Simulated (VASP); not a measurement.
Write the native input for VASP 6.6.1 that does the following.

```
Task                   : single point
Functional             : PBE
Potentials or basis    : VASP PAW PBE potentials, release 64 (I)
Cutoff                 : 520 eV
k mesh                 : 6 × 6 × 9
Occupations            : fermi-dirac, width 0.1 eV
Spin                   : no spin polarisation
Dipole correction      : no
Further INCAR settings : ALGO = Normal; EDIFF = 1e-07; NBANDS = 18
```

The structure of I lies in POSCAR:

```
I
1.0
    6.4813791514      0.0000000000      0.0000000000
   -3.2406895757      5.6130389967      0.0000000000
    0.0000000000      0.0000000000      2.9490030616
I
3
Direct
    0.0000000000      0.0000000000      0.0000000000
    0.3333333333      0.6666666667      0.5000000000
    0.6666666667      0.3333333333      0.5000000000
```

The input as run:

INCAR

```
SYSTEM = I
PREC     = Accurate       ! precision mode
ENCUT    = 520            ! plane-wave cutoff, eV
EDIFF    = 1E-7           ! SCF threshold, eV
ISMEAR   = -1             ! smearing method
SIGMA    = 0.1            ! smearing width, eV
LREAL    = .False.        ! projectors in reciprocal space
LASPH    = .True.         ! aspherical terms in the spheres
NELM     = 100            ! most SCF steps
ALGO     = Normal         ! electronic algorithm
ISIF     = 2              ! what is computed and relaxed
LWAVE    = .False.        ! write WAVECAR
LCHARG   = .True.         ! write CHGCAR
GGA      = PE             ! functional
LELF     = .True.         ! ELF
LVHAR    = .True.       
NBANDS   = 18             ! bands
```

KPOINTS

```
regular mesh
0
Gamma
  6 6 9
  0 0 0
```

Potentials or basis: VASP PAW PBE potentials, release 64 (I).

Launch:

```bash
$ cat potpaw_PBE.64/I/POTCAR > POTCAR
$ mpirun -np 1 vasp_std > vasp.out
```

It gave:

```
Pressure : 3.3 GPa
```

Caveat: an odd number of electrons without spin polarisation forces a metal; a magnetic or distorted state may lie lower.

It took 39 s on 1 thread of AMD EPYC 9R45 96-Core Processor (Zen 5), with other jobs on the host, peak memory 0.21 GiB.
